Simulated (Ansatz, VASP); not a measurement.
One calculation of Y2S, two programs

```
Y S
1.0
     4.59350    0.00000    0.00000
     0.00000    4.59350    0.00000
     0.00000    0.00000    7.00067
Y S
4 2
Cartesian
  0.0000 2.2968 0.0000
  0.0000 2.2968 3.5003
  2.2968 0.0000 0.0000
  2.2968 0.0000 3.5003
  2.2968 2.2968 1.7502
  2.2968 2.2968 5.2505
```

Alike in both runs: task single point; functional PBE; k mesh 6 × 6 × 4; occupations gaussian, width 0.2 eV; no spin polarisation.

```csv
,VASP,Ansatz
version,VASP 6.6.1,Ansatz 0.2.0
potentials or method,"VASP PAW PBE potentials, release 64 (Y_sv, S), cutoff 520 eV","scalar-relativistic, plane waves, PAW"
valence electrons in the cell,56,56
```

VASP gave:

```
gap on the k mesh at the Fermi level (eV)                     : none
pressure (GPa)                                                : -0.1
traceless stress, the component that is largest in VASP (GPa) : -0.10
```

Question: Estimate Ansatz's values.

Answer: gap on the k mesh at the Fermi level (eV): none; pressure (GPa): 0.0; traceless stress, the component that is largest in VASP (GPa): -0.10.

A gap of «none» marks a metal or a gap that the smearing closes.
